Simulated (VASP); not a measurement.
The system is MgS.

```
CELL_PARAMETERS angstrom
0.00000 2.60152 2.60152
2.60152 0.00000 2.60152
2.60152 2.60152 0.00000
ATOMIC_POSITIONS crystal
Mg 0.00000 0.00000 0.00000
S 0.50000 0.50000 0.50000
```

Base run:

- Program: VASP 6.6.1
- Functional: r2SCAN
- Potentials or basis: VASP PAW PBE potentials, release 64 (Mg, S)
- Cutoff: 520 eV
- k mesh: 8 × 8 × 8
- Occupations: gaussian, width 0.01 eV
- Spin: no spin polarisation

Its results: band gap on the k mesh 3.43 eV (least direct gap 4.62 eV); electronic dielectric tensor (diagonal) 4.86.

The run is repeated on the same cell with these changes: functional from r2SCAN to PBE. What comes out?

Band gap on the k mesh 2.78 eV (least direct gap 3.71 eV); electronic dielectric tensor (diagonal) 5.41.

A k mesh can miss the band edges.
